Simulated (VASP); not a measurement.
# WC (P-6m2) in VASP: relaxation of shape and atoms at fixed volume with r2SCAN

Aim: the relaxation of shape and atoms at fixed volume of WC with r2SCAN.

Everything below comes from runs of VASP 6.6.1. Logs are shortened: lines on timing, memory, paths and dates and some standing lists are left out, and cuts for length are marked.

## Step 1: The cell of the first run

It takes space group P-6m2 (No. 187, hexagonal). The conventional cell has a = 3.011 Å, b = 3.011 Å, c = 2.918 Å, α = 90.00°, β = 90.00°, γ = 120.00°. Within 3.1 Å of W (site symmetry -6m2) lie 6 C at 2.27 Å and 8 W at 2.92 to 3.01 Å. C (site symmetry -6m2) has 6 W at 2.27 Å and 8 C at 2.92 to 3.01 Å within 3.1 Å.

## Step 2: Relaxation of shape and atoms at fixed volume, r2SCAN (11.46 Å³/atom)

Contents of POSCAR:

```
WC
1.0
    3.0111378910      0.0000000000      0.0000000000
   -1.5055689455      2.6077219079      0.0000000000
    0.0000000000      0.0000000000      2.9178745828
W C
1 1
Direct
    0.0000000000      0.0000000000      0.0000000000
    0.6666666667      0.3333333333      0.5000000000
```

Contents of INCAR.step1:

```
SYSTEM = WC
PREC     = Accurate       ! precision mode
ENCUT    = 660            ! plane-wave cutoff, eV
ISMEAR   = 0              ! smearing method
SIGMA    = 0.1            ! smearing width, eV
LREAL    = .FALSE.        ! projectors in reciprocal space
LASPH    = .TRUE.         ! aspherical terms in the spheres
NELM     = 120            ! most SCF steps
GGA      = PE             ! functional
ALGO     = Normal         ! electronic algorithm
EDIFF    = 1E-5           ! SCF threshold, eV
LWAVE    = .TRUE.         ! write WAVECAR
LCHARG   = .FALSE.        ! write CHGCAR
GGA_COMPAT= .FALSE.      
IBRION   = 2              ! ionic algorithm
ISIF     = 3              ! what is computed and relaxed
EDIFFG   = -0.005         ! ionic threshold
NELMIN   = 4            
NSW      = 100            ! ionic steps
```

Contents of INCAR.step2:

```
SYSTEM = WC
PREC     = Accurate       ! precision mode
ENCUT    = 660            ! plane-wave cutoff, eV
EDIFF    = 1E-7           ! SCF threshold, eV
ISMEAR   = 0              ! smearing method
SIGMA    = 0.1            ! smearing width, eV
LREAL    = .FALSE.        ! projectors in reciprocal space
LASPH    = .TRUE.         ! aspherical terms in the spheres
NELM     = 120            ! most SCF steps
ALGO     = Normal         ! electronic algorithm
ISIF     = 4              ! what is computed and relaxed
LWAVE    = .FALSE.        ! write WAVECAR
LCHARG   = .FALSE.        ! write CHGCAR
METAGGA  = R2SCAN         ! meta-GGA
LMIXTAU  = .TRUE.       
IBRION   = 2              ! ionic algorithm
NSW      = 50             ! ionic steps
EDIFFG   = -0.01          ! ionic threshold
ISTART   = 1            
GGA_COMPAT= .FALSE.      
NELMIN   = 4
```

Contents of KPOINTS:

```
Automatic mesh
0
G
  18 18 14
  0 0 0
```

Potentials or basis: VASP PAW PBE potentials, release 64 (W_sv, C).

Launch:

```
> cat potpaw_PBE.64/W_sv/POTCAR potpaw_PBE.64/C/POTCAR > POTCAR
> cp INCAR.step1 INCAR
> mpirun -np 1 vasp_std > vasp.out
> cp INCAR.step2 INCAR
> mpirun -np 1 vasp_std > vasp.out
```

OUTCAR:

```text
SYSTEM = WC
   PREC = Accurate
   ENCUT = 660
   EDIFF = 1E-7
   ISMEAR = 0
   LREAL = .FALSE.
   LASPH = .TRUE.
   NELM = 120
   ISIF = 4
   METAGGA = R2SCAN
   IBRION = 2
   NSW = 50
   EDIFFG = -0.01
   ISTART = 1
   NELMIN = 4

 ion  position               nearest neighbor table
   1  0.000  0.000  0.000-   2 2.27   2 2.27   2 2.27   2 2.27   2 2.27   2 2.27
   2  0.667  0.333  0.500-   1 2.27   1 2.27   1 2.27   1 2.27   1 2.27   1 2.27

  LATTYP: Found a hexagonal cell.
 ALAT       =     3.0111378910
 C/A-ratio  =     0.9690272211

  Lattice vectors:

 A1 = (   3.0111378910,   0.0000000000,   0.0000000000)
 A2 = (  -1.5055689455,   2.6077219079,   0.0000000000)
 A3 = (   0.0000000000,   0.0000000000,   2.9178745828)

Analysis of symmetry for initial positions (statically):
=====================================================================
 Subroutine PRICEL returns:
 Original cell was already a primitive cell.

 Routine SETGRP: Setting up the symmetry group for a
 hexagonal supercell.

 Subroutine GETGRP returns: Found 12 space group operations
 (whereof 12 operations were pure point group operations)
 out of a pool of 24 trial point group operations.

The static configuration has the point symmetry D_3h.

Analysis of symmetry for dynamics (positions and initial velocities):
=====================================================================
 Subroutine PRICEL returns:
 Original cell was already a primitive cell.

 Routine SETGRP: Setting up the symmetry group for a
 hexagonal supercell.

 Subroutine GETGRP returns: Found 12 space group operations
 (whereof 12 operations were pure point group operations)
 out of a pool of 24 trial point group operations.

The dynamic configuration has the point symmetry D_3h.

 Subroutine INISYM returns: Found 12 space group operations
 (whereof 12 operations are pure point group operations),
 and found     1 'primitive' translations

----------------------------------------------------------------------------------------

                                     Primitive cell

  volume of cell :      22.9118

  direct lattice vectors                    reciprocal lattice vectors
     3.011137891  0.000000000  0.000000000     0.332100367  0.191738237  0.000000000
    -1.505568946  2.607721908  0.000000000     0.000000000  0.383476473  0.000000000
     0.000000000  0.000000000  2.917874583     0.000000000  0.000000000  0.342715210

  length of vectors
     3.011137891  3.011137891  2.917874583     0.383476473  0.383476473  0.342715210

  position of ions in fractional coordinates (direct lattice)
     0.000000000  0.000000000  0.000000000
     0.666666667  0.333333333  0.500000000

  ion indices of the primitive-cell ions
   primitive index   ion index
                 1           1
                 2           2

----------------------------------------------------------------------------------------

 KPOINTS: Automatic mesh

Automatic generation of k-mesh.
 Grid dimensions read from file:
 generate k-points for:   18   18   14

 Generating k-lattice:

  Cartesian coordinates                     Fractional coordinates (reciprocal lattice)
     0.018450020  0.010652124  0.000000000     0.055555556  0.000000000  0.000000000
     0.000000000  0.021304249  0.000000000     0.000000000  0.055555556  0.000000000
     0.000000000  0.000000000  0.024479658     0.000000000  0.000000000  0.071428571

  Length of vectors
     0.021304249  0.021304249  0.024479658

  Shift w.r.t. Gamma in fractional coordinates (k-lattice)
     0.000000000  0.000000000  0.000000000

 Subroutine IBZKPT returns following result:
 ===========================================

 Found    296 irreducible k-points:

 Following reciprocal coordinates:
            Coordinates               Weight
  0.000000  0.000000  0.000000      1.000000
  0.055556 -0.000000  0.000000      6.000000
  0.111111 -0.000000  0.000000      6.000000
  0.166667  0.000000  0.000000      6.000000
  0.222222 -0.000000  0.000000      6.000000
  0.277778 -0.000000  0.000000      6.000000
[... 16 lines left out ...]
  0.333333  0.111111  0.000000     12.000000
  0.388889  0.111111  0.000000     12.000000
 [... further k-points ...]
   k-points           NKPTS =    296   k-points in BZ     NKDIM =    296   number of bands    NBANDS=     13
   number of dos      NEDOS =    301   number of ions     NIONS =      2
   total plane-waves  NPLWV =  18816
   dimension x,y,z NGX =    28 NGY =   28 NGZ =   24
   dimension x,y,z NGXF=    56 NGYF=   56 NGZF=   48
   ions per type =               1   1
   NGX,Y,Z   is equivalent  to a cutoff of  15.46, 15.46, 13.67 a.u.
   NGXF,Y,Z  is equivalent  to a cutoff of  30.92, 30.92, 27.35 a.u.
 SYSTEM =  WC
   PREC   = accura    normal or accurate (medium, high low for compatibility)
   ISTART =      1    job   : 0-new  1-cont  2-samecut
   ICHARG =      0    charge: 1-file 2-atom 10-const
   ISPIN  =      1    spin polarized calculation?
   LNONCOLLINEAR =      F non collinear calculations
   LSORBIT =      F    spin-orbit coupling
   LASPH  =      T    aspherical Exc in radial PAW
   ENCUT  =  660.0 eV  48.51 Ry    6.96 a.u.   6.31  6.31  6.11*2*pi/ulx,y,z
   NELM   =    120;   NELMIN=  4; NELMDL=  0     # of ELM steps
   EDIFF  = 0.1E-06   stopping-criterion for ELM
   LREAL  =      F    real-space projection
   EDIFFG = -.1E-01   stopping-criterion for IOM
   NSW    =     50    number of steps for IOM
   IBRION =      2    ionic relax: 0-MD 1-quasi-New 2-CG
   NFREE  =      1    steps in history (QN), initial steepest desc. (CG)
   ISIF   =      4    stress and relaxation
   ISYM   =      2    0-nonsym 1-usesym 2-fastsym
   POTIM  = 0.5000    time-step for ionic-motion
   TEBEG  =    0.0;   TEEND  =   0.0 temperature during run
   PSTRESS=    0.0 pullay stress
   NELECT =      18.0000    total number of electrons
   NUPDOWN=      -1.0000    fix difference up-down
   EMIN   =  10.00;   EMAX   =-10.00  energy-range for DOS
   EFERMI =   0.00;   METHOD = LEGACY
   ISMEAR =     0;   SIGMA  =   0.10  broadening in eV -4-tet -1-fermi 0-gaus
   EFERMI_NEDOS =   21; number of points for ismear=-14 and -15
   IALGO  =     38    algorithm
   IMIX   =      4    mixing-type and parameters
     AMIX     =   0.40;   BMIX     =  1.00
     AMIX_MAG =   1.60;   BMIX_MAG =  1.00
  volume/ion in A,a.u.               =      11.46        77.31
  Fermi-wavevector in a.u.,A,eV,Ry     =   1.510588  2.854598 31.046827  2.281877
  Thomas-Fermi vector in A             =   2.620758
   LORBIT       =      0    0 simple, 1 ext, 2 COOP (PROOUT), +10 PAW based schemes
   METAGGA = R2SCAN    functional components
   LHFCALC =     F    Hartree Fock is set to
   AEXX    =    0.0000 exact exchange contribution
   IVDW    =     0    specifies the selected vdW correction
   LEPSILON=     F    determine dielectric tensor
   LRPA    =     F    only Hartree local field effects (RPA)
 conjugate gradient relaxation of ions
 non-spin polarized calculation
 Gauss-broadening in eV      SIGMA  =   0.10
  energy-cutoff  :      660.00
  volume of cell :       22.91
 maximum number of plane-waves:       900
 NGX is ok and might be reduce to    28
   NGX = 13   NGY = 13   NGZ = 13

--------------------------------------- Ionic step        1  -------------------------------------------

 number of electron      18.0000001 magnetization

 Free energy of the ion-electron system (eV)
  ---------------------------------------------------
  ext. energy  EPLUGINS =         0.00000000
  ---------------------------------------------------
  free energy    TOTEN  =       -61.41802916 eV

  energy without entropy =      -61.41660520  energy(sigma->0) =      -61.41731718

------------------------ aborting loop because EDIFF is reached ----------------------------------------

  FORCE on cell =-STRESS in cart. coord.  units (eV):
  Direction    XX          YY          ZZ          XY          YZ          ZX
  --------------------------------------------------------------------------------------
  -------------------------------------------------------------------------------------
  Total       -4.2241931     -4.2241931     -4.4936297      0.0000000     -0.0000000      0.0000000
  in kB     -295.3900132   -295.3900132   -314.2312132      0.0000000     -0.0000000      0.0000000
  external PRESSURE =    -301.6704132 kB  Pullay stress =       0.0000000 kB
[... 57 lines left out ...]
  energy  without entropy=      -61.4164054028  energy(sigma->0) =      -61.41718532

--------------------------------------- Ionic step        3  -------------------------------------------

 number of electron      18.0000001 magnetization

 Free energy of the ion-electron system (eV)
  ---------------------------------------------------
  ext. energy  EPLUGINS =         0.00000000
  ---------------------------------------------------
  free energy    TOTEN  =       -61.41830564 eV

  energy without entropy =      -61.41681581  energy(sigma->0) =      -61.41756072

 E-fermi :   9.5948     XC(G=0): -14.3433

 val. band max:        9.5723358394   @ k =   0.0556   0.0556   0.3571
 cond. band min:       9.6062465553   @ k =   0.0556  -0.0000   0.2857
 fundamental gap:      0.0339107158
 Fermi energy:         9.5947940492

 k-point     1 :       0.0000    0.0000    0.0000
  band No.  band energies     occupation
      1     -66.5666      2.00000
      2     -29.8567      2.00000
      3     -29.8070      2.00000
      4     -29.8070      2.00000
      5      -4.8735      2.00000
      6       5.6734      2.00000
      7       6.4583      2.00000
      8       6.4583      2.00000
      9       9.7911      0.00550
     10      12.5823      0.00000
     11      12.5823      0.00000
     12      15.0446      0.00000
     13      15.0446      0.00000
[... 353 lines left out ...]
 k-point    24 :       0.3889    0.1111    0.0000
  band No.  band energies     occupation
      1     -66.5275      2.00000
      2     -30.3551      2.00000
      3     -29.9840      2.00000
      4     -29.7799      2.00000
      5      -1.8232      2.00000
      6       2.9306      2.00000
      7       6.2646      2.00000
      8       6.4627      2.00000
      9       9.0925      2.00000
     10      11.4091      0.00000
     11      12.8843      0.00000
     12      13.9218      0.00000
     13      16.8294      0.00000

 [... further k-points ...]
[... 5 lines left out ...]
  --------------------------------------------------------------------------------------
  -------------------------------------------------------------------------------------
  Total       -4.2973959     -4.2973959     -4.2969463      0.0000000      0.0000000     -0.0000000
  in kB     -300.5089446   -300.5089446   -300.4775109      0.0000000      0.0000000     -0.0000000
  external PRESSURE =    -300.4984667 kB  Pullay stress =       0.0000000 kB
[... 17 lines left out ...]
  FREE ENERGIE OF THE ION-ELECTRON SYSTEM (eV)
  ---------------------------------------------------
  free  energy   TOTEN  =       -61.4183056374 eV

  energy  without entropy=      -61.4168158091  energy(sigma->0) =      -61.41756072

 reached required accuracy - stopping structural energy minimisation
```

Wall time 34 min (1 thread of Oxide Virtual Turin-like, shared host); peak memory 0.24 GiB.

What came out:

* Free energy: -61.4183 eV
* Energy gained by relaxing: 0.1 meV/atom
* Ionic steps: 3
* Pressure after relaxing: -30.0 GPa
* Band gap on the k mesh: zero (bands 9 and 10 overlap by 1.25 eV)

Step by step:
```csv
step,energy change (eV),largest force (eV/Å),pressure (GPa),volume (Å³)
1,0.0000,0.0000,-30.17,22.91
2,0.0001,0.0000,-29.91,22.91
3,-0.0003,0.0000,-30.05,22.91
```

Final structure:
```
W C
1.0
     3.01424    0.00000    0.00000
    -1.50712    2.61041    0.00000
     0.00000    0.00000    2.91188
W C
1 1
Direct
  0.00000 0.00000 0.00000
  0.66667 0.33333 0.50000
```

Levels at points of the mesh, in eV from the Fermi level:
```csv
k point,band 6,band 7,band 8,band 9,band 10,band 11,band 12,band 13
"(0.00, 0.00, 0.00)",-3.92,-3.14,-3.14,0.20,2.99,2.99,5.45,5.45
"(0.50, 0.00, 0.00)",-6.85,-3.23,-3.22,-0.51,2.23,4.10,4.36,6.72
"(0.00, 0.00, 0.50)",-8.34,-1.92,-1.92,-0.45,-0.45,3.57,4.52,4.52
"(0.50, 0.00, 0.50)",-6.10,-4.08,-4.04,0.10,3.94,4.79,6.06,8.65
```

Caveat: the PAW data sets were made with another functional, which shifts forces and pressure a little; spin-orbit coupling is left out, which moves the levels of the heavy elements.

The gap in the log of VASP goes by the Fermi energy; the results here count the filled bands.